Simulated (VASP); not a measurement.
Here is a VASP 6.6.1 calculation.

File POSCAR:

```
InSb3
1.0
    4.8063670000      0.0000000000      0.0000000000
    0.0000000000      4.8063670000      0.0000000000
    0.0000000000      0.0000000000      4.8063670000
Sb In
3 1
Direct
    0.5000000000      0.5000000000      0.0000000000
    0.0000000000      0.5000000000      0.5000000000
    0.5000000000      0.0000000000      0.5000000000
    0.0000000000      0.0000000000      0.0000000000
```

File INCAR.step1:

```
SYSTEM = InSb3
  PREC = Accurate
  ENCUT = 400
  EDIFF = 1E-5
  ISMEAR = -1
  SIGMA = 0.05
  LREAL = .False.
  LASPH = .True.
  NELM = 120
  ALGO = Normal
  ISIF = 2
  LWAVE = .True.
  LCHARG = .False.
  GGA = PE
  NBANDS = 22
  GGA_COMPAT = .False.
```

Contents of INCAR.step2:

```
SYSTEM = InSb3
  PREC = Accurate
  ENCUT = 400
  EDIFF = 1E-6
  ISMEAR = -1
  SIGMA = 0.05
  LREAL = .False.
  LASPH = .True.
  NELM = 120
  ALGO = Normal
  ISIF = 2
  LWAVE = .False.
  LCHARG = .False.
  GGA = PE
  LHFCALC = .True.
  AEXX = 0.25
  PRECFOCK = Normal
  ISTART = 1
  NBANDS = 22
  GGA_COMPAT = .False.
```

File KPOINTS:

```
regular mesh
0
Gamma
  4 4 4
  0 0 0
```

Potentials or basis: VASP PAW PBE potentials, release 64 (Sb, In_d).

Run with:

```sh
$ cat potpaw_PBE.64/Sb/POTCAR potpaw_PBE.64/In_d/POTCAR > POTCAR
$ cp INCAR.step1 INCAR
$ mpirun -np 1 vasp_std > vasp.out
$ cp INCAR.step2 INCAR
$ mpirun -np 1 vasp_std > vasp.out
```

**Question.** Estimate the band gap on the k mesh.

**Answer.** Zero (bands 14 and 15 overlap by 5.97 eV).

**Question.** Estimate the pressure.

**Answer.** -2.0 GPa.

Caveat: the PAW data sets were made with another functional, which shifts forces and pressure a little; spin-orbit coupling is left out, which moves the levels of the heavy elements.
